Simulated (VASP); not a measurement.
A run of VASP 6.6.1 is set up as follows.

File INCAR:

```
PREC = Accurate
ENCUT = 520
EDIFF = 1E-6
ISMEAR = 0
SIGMA = 0.1
LREAL = False
LASPH = True
NELM = 80
ALGO = Normal
ISIF = 2
LWAVE = False
LCHARG = False
GGA = PE
NBANDS = 24
```

KPOINTS

```
Automatic mesh
0
Gamma
  6 4 6
```

File POSCAR:

```
TaN
1.0
    3.2250371200      0.0000000000      0.0000000000
    0.0000000000      4.4132315700      0.0000000000
    0.0000000000      0.0000000000      3.0762505100
Ta N
2 2
Direct
    0.5000000000      0.5000000000      0.7073100100
    0.0000000000      0.0000000000      0.2926899900
    0.0000000000      0.5000000000      0.2150069700
    0.5000000000      0.0000000000      0.7849930300
```

Potentials or basis: VASP PAW PBE potentials, release 64 (Ta_pv, N).

Command:

```console
$ cat potpaw_PBE.64/Ta_pv/POTCAR potpaw_PBE.64/N/POTCAR > POTCAR
$ mpirun -np 1 vasp_std > vasp.out
```

Question: Predict the pressure.

Answer: -3.7 GPa.

Question: Predict the largest force.

Answer: 0.109 eV/Å.

Question: What does it give for the band gap on the k mesh?

Answer: Zero (bands 16 and 17 overlap by 3.56 eV).

Forces on the atoms (eV/Å):
```
Ta   0.000  0.000  0.109
Ta   0.000  0.000 -0.109
N    0.000  0.000 -0.048
N    0.000  0.000  0.048
```

Caveat: the cell stands under tension; spin-orbit coupling is left out, which moves the levels of the heavy elements.
